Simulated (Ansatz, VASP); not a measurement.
**One calculation of HfO2, two programs**

```
Hf O
1.0
    -2.54881   -2.54881    0.00000
     2.54881   -2.54881    0.00000
    -0.50976   -0.50976   10.19522
Hf O
4 8
Direct
  0.46250 0.50000 0.18750
  0.91250 0.00000 0.43750
  0.36250 0.50000 0.68750
  0.81250 0.00000 0.93750
  0.48750 0.00000 0.06250
  0.93750 0.50000 0.31250
  0.38750 0.00000 0.56250
  0.83750 0.50000 0.81250
  0.43750 0.00000 0.31250
  0.88750 0.50000 0.56250
  0.33750 0.00000 0.81250
  0.98750 0.50000 0.06250
```

Alike in both runs: task single point; functional PBE; k mesh 6 × 6 × 3; occupations gaussian, width 0.05 eV; no spin polarisation.

```csv
,VASP,Ansatz
version,VASP 6.6.1,Ansatz 0.2.0
potentials or method,"VASP PAW PBE potentials, release 64 (Hf_pv, O), cutoff 520 eV","scalar-relativistic, plane waves, PAW"
valence electrons in the cell,88,152
```

|  | VASP | Ansatz | Ansatz less VASP |
| --- | --- | --- | --- |
| gap on the k mesh at the Fermi level (eV) | 3.43 | 3.43 | -0.001 |
| least direct gap on the mesh (eV) | 3.59 | 3.59 | +0.002 |
| pressure (GPa) | 6.2 | 9.5 | +3.30 |
| traceless stress, the component that is largest in VASP (GPa) | 10.82 | 10.73 | -0.093 |
| rms of the force components (eV/Å) | 3.091 | 3.047 | -0.0441 |

Atom by atom the forces differ by 0.048 eV/Å (rms over components). The functional is the same, so the differences come from potentials, cutoffs and numerics. VASP's potentials hold 88 valence electrons a cell and Ansatz's 152, so a difference there can come from the potentials and not from the codes.

Neither program's run includes spin-orbit coupling.
